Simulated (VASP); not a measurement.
Li4SbPt, 6 atoms in the cell. The structure is tetragonal, space group P4/mmm (No. 123). Conventional cell: a = 3.109 Å, b = 3.109 Å, c = 9.326 Å, α = 90.00°, β = 90.00°, γ = 90.00°. Li (site symmetry 4mm) has 9 Li at 2.69 to 3.11 Å and 4 Sb at 2.69 Å and 1 Pt at 3.11 Å within 3.5 Å. Li (site symmetry 4mm) has 9 Li at 2.69 to 3.11 Å and 4 Pt at 2.69 Å and 1 Sb at 3.11 Å within 3.5 Å. Sb (site symmetry 4/mmm) has 10 Li at 2.69 to 3.11 Å and 4 Sb at 3.11 Å within 3.5 Å. Pt (site symmetry 4/mmm) has 10 Li at 2.69 to 3.11 Å and 4 Pt at 3.11 Å within 3.5 Å. 

* Program: VASP 6.6.1
* Task: relaxation of cell and atoms
* Functional: PBE
* Potentials or basis: VASP PAW PBE potentials, release 64 (Li_sv, Sb, Pt)
* Cutoff: 600 eV
* k mesh: 6 × 6 × 2
* Occupations: gaussian, width 0.1 eV
* Spin: no spin polarisation
* Dipole correction: no
* Further INCAR settings: ALGO = Normal; EDIFF = 1e-06; IBRION = 2; EDIFFG = -0.04; NSW = 90; ISIF = 3

Potentials or basis: VASP PAW PBE potentials, release 64 (Li_sv, Sb, Pt).

Command:

```console
$ cat potpaw_PBE.64/Li_sv/POTCAR potpaw_PBE.64/Sb/POTCAR potpaw_PBE.64/Pt/POTCAR > POTCAR
$ mpirun -np 1 vasp_std > vasp.out
```

Hardware: 1 thread of Intel(R) Xeon(R) 6975P-C (Granite Rapids) (shared host).

Estimate the wall time of this run.

It took 2.3 min on 1 thread of Intel(R) Xeon(R) 6975P-C (Granite Rapids), on a shared host, peak memory 0.28 GiB. Counts: scf iterations 91, k points 20, ion steps 10.
